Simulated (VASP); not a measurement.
Runs of VASP 6.6.1 on Ta2AlN3. The structure is that of space group P6/mmm (No. 191), or close to it. The cells are those of the table. 

```csv
potentials or basis,spin,cell,k mesh,cutoff (eV),gap on the mesh (eV),pressure (GPa),moment (μB)
"VASP PAW PBE potentials, release 64 (Ta_sv_GW, Al, N)",off,"a = 5.460, b = 5.460, c = 2.839 Å, angles 90.0, 90.0, 120.0°, 6 atoms",12 × 12 × 14,700,none,0.0,-
"VASP PAW PBE potentials, release 64 (Ta_sv_GW, Al, N)",off,"a = 5.452, b = 5.452, c = 2.845 Å, angles 90.0, 90.0, 120.0°, 6 atoms",6 × 6 × 6,700,none,0.0,-
"VASP PAW PBE potentials, release 64 (Ta_pv, Al, N)",collinear,"a = 5.452, b = 5.452, c = 2.845 Å, angles 90.0, 90.0, 120.0°, 6 atoms",6 × 6 × 6,600,none,(a),0.00
"VASP PAW PBE potentials, release 64 (Ta_pv, Al, N)",collinear,"a = 5.483, b = 5.483, c = 3.072 Å, angles 90.0, 90.0, 120.0°, 6 atoms",6 × 6 × 6,600,none,-21.0,0.00
```

Alike in all rows: task single point; level PBE; smearing gaussian 0.1 eV.

Q: Fill in the values left out.

A: (a) 0.5.

Caveats: some runs use coarse meshes; spin-orbit coupling is left out, which moves the levels of the heavy elements; the stress differs along the axes, from -43 to -10 GPa (at least some runs).

A k mesh can miss the band edges, and the runs leave out spin-orbit coupling on Ta.

A gap of «none» marks levels without a gap at the run's occupations.

The runs don't all hold the same shells in valence.
